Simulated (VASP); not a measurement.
**C: single point with PBEsol**

C:

```
CELL_PARAMETERS angstrom
0.00000 1.78337 1.78337
1.78337 0.00000 1.78337
1.78337 1.78337 0.00000
ATOMIC_POSITIONS crystal
C 0.50000 0.50000 0.50000
C 0.75000 0.75000 0.75000
```

```json
{
 "Program": "VASP 6.6.1",
 "Task": "single point",
 "Functional": "PBEsol",
 "Potentials or basis": "VASP PAW PBE potentials, release 64 (C)",
 "Cutoff": "600 eV",
 "k mesh": "6 × 6 × 6",
 "Occupations": "gaussian, width 0.01 eV",
 "Spin": "no spin polarisation"
}
```

```yaml
Pressure: -4.3 GPa
Band_gap_on_the_k_mesh: 4.03 eV (least direct gap 5.54 eV)
```

Levels at points of the mesh, in eV from the valence-band top:
| k point | band 1 | band 2 | band 3 | band 4 | band 5 | band 6 | band 7 | band 8 |
| --- | --- | --- | --- | --- | --- | --- | --- | --- |
| (0.00, 0.00, 0.00) | -21.52 | 0.00 | 0.00 | 0.00 | 5.54 | 5.54 | 5.54 | 13.37 |
| (0.50, 0.00, 0.00) | -15.69 | -13.47 | -2.81 | -2.81 | 8.38 | 8.38 | 8.84 | 15.49 |
| (0.50, 0.50, 0.00) | -12.78 | -12.78 | -6.34 | -6.34 | 4.60 | 4.60 | 16.78 | 16.78 |

It took 3.3 s on 1 thread of Intel Xeon 8259CL, with other jobs on the host, peak memory 0.12 GiB.

Caveat: the k points lie up to 0.51 Å⁻¹ apart; the PAW data sets were made with another functional, which shifts forces and pressure a little. A k mesh can miss the band edges.
